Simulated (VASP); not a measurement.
# In (C2/m) in VASP: further runs, part 2 of 2

VASP 6.6.1.

### 4 Single point, PBE

File INCAR:

```
SYSTEM = In
PREC = Accurate ; ENCUT = 520
EDIFF = 1E-7 ; ISMEAR = 1
SIGMA = 0.2 ; LREAL = .FALSE.
LASPH = .TRUE. ; NELM = 60
ALGO = Normal ; ISIF = 2
LWAVE = .FALSE. ; LCHARG = .FALSE.
GGA = PE ; NBANDS = 12
```

File KPOINTS:

```
Automatic mesh
0
G
  11 11 14
  0 0 0
```

File POSCAR:

```
In
1.0
   -1.6482197047      1.6973406184      2.5249789927
    1.6973406184     -1.6482197047      2.5249789927
    1.6043570008      1.6043570008     -2.4927016059
In
1
Direct
    0.0000000000      0.0000000000      0.0000000000
```

Potentials or basis: VASP PAW PBE potentials, release 64 (In_d).

Run with:

```sh
$ cat potpaw_PBE.64/In_d/POTCAR > POTCAR
$ mpirun -np 1 vasp_std > vasp.out
```

OUTCAR:

```text
SYSTEM = In
   PREC = Accurate
   ENCUT = 520
   EDIFF = 1E-7
   ISMEAR = 1
   LREAL = .FALSE.
   LASPH = .TRUE.
   NELM = 60
   ISIF = 2
   GGA = PE

 ion  position               nearest neighbor table
   1  0.000  0.000  0.000-

  Warning from LATTYP: Got some problem with cell dimensions!
  Tried to take original basis but could not verify dimensions!
  LATTYP: Found a base centered monoclinic cell.
 ALAT       =     4.6077265532
 B/A-ratio  =     1.0268267285
 C/A-ratio  =     0.7315277982
 COS(beta)  =    -0.6627023839

  Lattice vectors:

 A1 = (   0.0438627039,  -3.3016976192,  -0.0322773868)
 A2 = (  -3.3016976192,   0.0438627039,  -0.0322773868)
 A3 = (   1.6043570008,   1.6043570008,  -2.4927016059)

Analysis of symmetry for initial positions (statically):
=====================================================================
 Subroutine PRICEL returns:
 Original cell was already a primitive cell.

 Routine SETGRP: Setting up the symmetry group for a
 base centered monoclinic supercell.

 Subroutine GETGRP returns: Found  4 space group operations
 (whereof  4 operations were pure point group operations)
 out of a pool of  4 trial point group operations.

The static configuration has the point symmetry C_2h.

Analysis of symmetry for dynamics (positions and initial velocities):
=====================================================================
 Subroutine PRICEL returns:
 Original cell was already a primitive cell.

 Routine SETGRP: Setting up the symmetry group for a
 base centered monoclinic supercell.

 Subroutine GETGRP returns: Found  4 space group operations
 (whereof  4 operations were pure point group operations)
 out of a pool of  4 trial point group operations.

The dynamic configuration has the point symmetry C_2h.

 Subroutine INISYM returns: Found  4 space group operations
 (whereof  4 operations are pure point group operations),
 and found     1 'primitive' translations

----------------------------------------------------------------------------------------

                                     Primitive cell

[... 112 lines left out ...]
   LORBIT       =      0    0 simple, 1 ext, 2 COOP (PROOUT), +10 PAW based schemes
   GGA     = PE    functional components
   LHFCALC =     F    Hartree Fock is set to
   AEXX    =    0.0000 exact exchange contribution
   IVDW    =     0    specifies the selected vdW correction
   LEPSILON=     F    determine dielectric tensor
   LRPA    =     F    only Hartree local field effects (RPA)
 non-spin polarized calculation
 Methfessel and Paxton  Order N= 1 SIGMA  =   0.20
  energy-cutoff  :      520.00
  volume of cell :       27.52
 maximum number of plane-waves:       753
 NGX is ok and might be reduce to    28
   NGX = 13   NGY = 13   NGZ = 13

 number of electron      12.9999999 magnetization

 Free energy of the ion-electron system (eV)
  ---------------------------------------------------
  ext. energy  EPLUGINS =         0.00000000
  ---------------------------------------------------
  free energy    TOTEN  =        -2.55917528 eV

  energy without entropy =       -2.55950057  energy(sigma->0) =       -2.55928371

 E-fermi :   6.9689     XC(G=0): -10.0152

 val. band max:        6.9604570215   @ k =  -0.2727   0.3636   0.1429
 cond. band min:       6.9705110134   @ k =  -0.2727  -0.4545   0.2143
 fundamental gap:      0.0100539918
 Fermi energy:         6.9689024051

 k-point     1 :       0.0000    0.0000    0.0000
  band No.  band energies     occupation
      1      -7.6926      2.00000
      2      -7.6087      2.00000
      3      -7.5752      2.00000
      4      -7.5267      2.00000
      5      -7.4290      2.00000
      6      -2.2409      2.00000
      7      16.7613      0.00000
      8      17.0146      0.00000
      9      17.4802      0.00000
     10      18.5313      0.00000
     11      20.2276      0.00000
     12      20.5664      0.00000
[... 331 lines left out ...]
 k-point    24 :      -0.1818    0.1818    0.0000
  band No.  band energies     occupation
      1      -7.6650      2.00000
      2      -7.5735      2.00000
      3      -7.5361      2.00000
      4      -7.5121      2.00000
      5      -7.4449      2.00000
      6      -1.2841      2.00000
      7      13.6900      0.00000
      8      14.4596      0.00000
      9      14.5794      0.00000
     10      16.2977      0.00000
     11      17.9151      0.00000
     12      22.8517      0.00000

 [... further k-points ...]
[... 5 lines left out ...]
  --------------------------------------------------------------------------------------
  -------------------------------------------------------------------------------------
  Total        0.0070384      0.0070384     -0.0371501     -0.0190333     -0.0458336     -0.0458335
  in kB        0.4098391      0.4098391     -2.1632076     -1.1082857     -2.6688400     -2.6688371
  external PRESSURE =      -0.4478432 kB  Pullay stress =       0.0000000 kB

 VOLUME and BASIS-vectors are now :
 -----------------------------------------------------------------------------
  energy-cutoff  :      520.00
  volume of cell :       27.52
      direct lattice vectors                 reciprocal lattice vectors
    -1.648219705  1.697340618  2.524978993     0.002091654  0.300995246  0.195073325
     1.697340618 -1.648219705  2.524978993     0.300995246  0.002091654  0.195073325
     1.604357001  1.604357001 -2.492701606     0.307011499  0.307011499 -0.005972598

 POSITION                                       TOTAL-FORCE (eV/Angst)
 -----------------------------------------------------------------------------------
      0.00000      0.00000      0.00000         0.000000      0.000000      0.000000
 -----------------------------------------------------------------------------------
    total drift:                               -0.000000     -0.000000     -0.000000

  FREE ENERGIE OF THE ION-ELECTRON SYSTEM (eV)
  ---------------------------------------------------
  free  energy   TOTEN  =        -2.5591752828 eV

  energy  without entropy=       -2.5595005742  energy(sigma->0) =       -2.55928371
```

OSZICAR:

```text
N       E                     dE             d eps       ncg     rms          rms(c)
DAV:   1     0.783059323869E+02    0.78306E+02   -0.62412E+03 11404   0.134E+03
DAV:   2     0.128977824250E+01   -0.77016E+02   -0.75105E+02 11704   0.291E+02
DAV:   3    -0.249237299041E+01   -0.37822E+01   -0.37701E+01 13400   0.646E+01
DAV:   4    -0.257937369214E+01   -0.87001E-01   -0.86972E-01 14120   0.983E+00
DAV:   5    -0.258319435938E+01   -0.38207E-02   -0.38205E-02 15648   0.181E+00    0.207E+00
DAV:   6    -0.256308945711E+01    0.20105E-01   -0.33109E-02 14372   0.363E+00    0.103E+00
DAV:   7    -0.255936363157E+01    0.37258E-02   -0.10515E-02 14608   0.188E+00    0.237E-01
DAV:   8    -0.255916737555E+01    0.19626E-03   -0.82623E-04 15304   0.476E-01    0.316E-02
DAV:   9    -0.255917458481E+01   -0.72093E-05   -0.12985E-05 15640   0.463E-02    0.134E-02
DAV:  10    -0.255917527696E+01   -0.69215E-06   -0.11679E-06 12564   0.109E-02    0.173E-03
DAV:  11    -0.255917528278E+01   -0.58235E-08   -0.39930E-08  9900   0.208E-03
   1 F= -.25591753E+01 E0= -.25592837E+01  d E =0.325291E-03
```

stdout:

```text
POSCAR found type information on POSCAR In
 POSCAR found :  1 types and       1 ions
 scaLAPACK will be used
 LDA part: xc-table for (Slater+PW92), standard interpolation
 POSCAR, INCAR and KPOINTS ok, starting setup
 FFT: planning ... GRIDC
 FFT: planning ... GRID_SOFT
 FFT: planning ... GRID
 WAVECAR not read
 entering main loop
```

Run time: 58 s. Hardware: 1 thread of Intel Xeon 6975P-C (Granite Rapids), shared host; peak memory 0.27 GiB.

Results:

* Free energy: -2.5592 eV
* Pressure: 0.0 GPa

Stress tensor (GPa, compression positive):
```
 0.04 -0.11 -0.27
-0.11  0.04 -0.27
-0.27 -0.27 -0.22
```

Caveat: spin-orbit coupling is left out, which moves the levels of the heavy elements.

### 5 Summary

```csv
smearing,gap on the mesh (eV),pressure (GPa)
methfessel-paxton 0.03 eV,none,-0.1
methfessel-paxton 0.1 eV,none,0.0
methfessel-paxton 0.2 eV,none,0.0
```

Alike in all rows: task single point; level PBE; potentials or basis VASP PAW PBE potentials, release 64 (In_d); no spin polarisation; cell as given; k mesh 11 × 11 × 14; cutoff (eV) 520.

Every run on the cell as given and a fine mesh finds a metal.

Caveats: spin-orbit coupling is left out, which moves the levels of the heavy elements.

Total energies depend on the potentials used, so only differences within one code and one set of settings carry meaning.
